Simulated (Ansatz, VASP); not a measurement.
# H4RuCl in VASP and in Ansatz

```
H Ru Cl
1.0
     4.23472    0.00000    0.00000
     0.00000    4.23472    0.00000
     0.00000    0.00000    4.23472
H Ru Cl
4 1 1
Cartesian
  0.9180 0.9180 0.9180
  0.9180 3.3167 3.3167
  3.3167 3.3167 0.9180
  3.3167 0.9180 3.3167
  0.0000 0.0000 0.0000
  2.1174 2.1174 2.1174
```

Change from the starting cell: species swapped into the H4BrN type (P-43m, No. 215).

Alike in both runs: functional PBE; k mesh 4 × 4 × 4; occupations gaussian, width 0.1 eV; collinear spin.

Ansatz relaxed the structure, and its values are those at the end. VASP's run is a single point on that final structure, the one shown.

|  | VASP | Ansatz |
| --- | --- | --- |
| version | VASP 6.6.1 | Ansatz 0.2.0 |
| potentials or method | VASP PAW PBE potentials, release 64 (H, Ru_pv, Cl), cutoff 520 eV | scalar-relativistic, plane waves, PAW |
| valence electrons in the cell | 25 | 27 |

Ansatz gave:

```
gap on the k mesh at the Fermi level (eV)                     : none
pressure (GPa)                                                : 0.3
rms of the force components (eV/Å)                            : 0.032
net moment per atom (μB)                                      : 0.17
size of the moment on the site where the two differ most (μB) : 0.47
```

Estimate VASP's values.

gap on the k mesh at the Fermi level (eV): none; pressure (GPa): 0.2; rms of the force components (eV/Å): 0.041; net moment per atom (μB): 0.17; size of the moment on the site where the two differ most (μB): 0.98.

Site moments also hang on the region over which each program counts them. A gap of «none» marks a metal or a gap that the smearing closes. VASP's potentials hold 25 valence electrons a cell and Ansatz's 27, so a difference there can come from the potentials and not from the codes.

The k mesh is coarse, so the values compare programs but aren't converged.
